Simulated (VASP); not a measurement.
Input of a VASP 6.6.1 run:

INCAR

```
PREC = Accurate
ENCUT = 520
EDIFF = 1E-6
ISMEAR = 0
SIGMA = 0.01
LREAL = F
LASPH = T
NELM = 60
ALGO = Normal
ISIF = 2
LWAVE = F
LCHARG = F
GGA = RP
NBANDS = 28
```

Contents of KPOINTS:

```
regular mesh
0
Gamma
  6 6 6
```

POSCAR

```
BaTiO3
1.0
    3.9875983201      0.0000000000      0.0000000000
    0.0000000000      3.9875983201      0.0000000000
    0.0000000000      0.0000000000      4.4387470979
Ba Ti O
1 1 3
Direct
    0.0000000000      0.0000000000     -0.0285540140
    0.5000000000      0.5000000000      0.4614828458
    0.5000000000      0.5000000000      0.0580619546
    0.5000000000      0.0000000000      0.5260046068
    0.0000000000      0.5000000000      0.5260046068
```

Potentials or basis: VASP PAW PBE potentials, release 64 (Ba_sv, Ti_sv, O).

Launch:

```sh
$ cat potpaw_PBE.64/Ba_sv/POTCAR potpaw_PBE.64/Ti_sv/POTCAR potpaw_PBE.64/O/POTCAR > POTCAR
$ mpirun -np 1 vasp_std > vasp.out
```

(1) Estimate the largest force.

(2) Estimate the band gap on the k mesh.

(3) What does it give for the pressure?

Results:

(1) 0.078 eV/Å.

(2) 1.82 eV (least direct gap 2.49 eV).

(3) 1.3 GPa.

Caveat: the PAW data sets were made with another functional, which shifts forces and pressure a little; spin-orbit coupling is left out, which moves the levels of the heavy elements.
